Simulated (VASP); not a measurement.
Write the native input for VASP 6.6.1 that does the following.

* Task: single point
* Functional: LDA
* Potentials or basis: VASP PAW LDA potentials, release 64 (Al)
* Cutoff: 520 eV
* k mesh: 22 × 22 × 22
* Occupations: gaussian, width 0.15 eV
* Spin: no spin polarisation
* Dipole correction: no
* Further INCAR settings: ALGO = Fast; EDIFF = 1e-07; NBANDS = 8

The structure of Al lies in POSCAR:

```
Al
1.0
   -1.6360003168      1.6360003168      1.6360003168
    1.6360003168     -1.6360003168      1.6360003168
    1.6360003168      1.6360003168     -1.6360003168
Al
1
Direct
    0.0000000000      0.0000000000      0.0000000000
```

This isn't the form of Al at room conditions, which is fcc.

One way to write it, as run:

INCAR

```
PREC = Accurate
ENCUT = 520
EDIFF = 1E-7
ISMEAR = 0
SIGMA = 0.15
LREAL = F
LASPH = T
NELM = 100
ALGO = Fast
ISIF = 2
LWAVE = F
LCHARG = F
GGA = CA
NBANDS = 8
```

KPOINTS

```
Automatic mesh
0
Gamma
  22 22 22
```

Potentials or basis: VASP PAW LDA potentials, release 64 (Al).

The run is started by

```console
$ cat potpaw_LDA.64/Al/POTCAR > POTCAR
$ mpirun -np 1 vasp_std > vasp.out
```

It gave:

```json
{"Pressure": "-4.8 GPa", "Band gap on the k mesh": "zero (an odd number of electrons rules out a gap without spin polarisation)"}
```

Caveat: the cell stands under tension.

Run time: 17 s on 1 thread of Intel(R) Xeon(R) Platinum 8488C (Sapphire Rapids), on a shared host, peak memory 0.15 GiB.
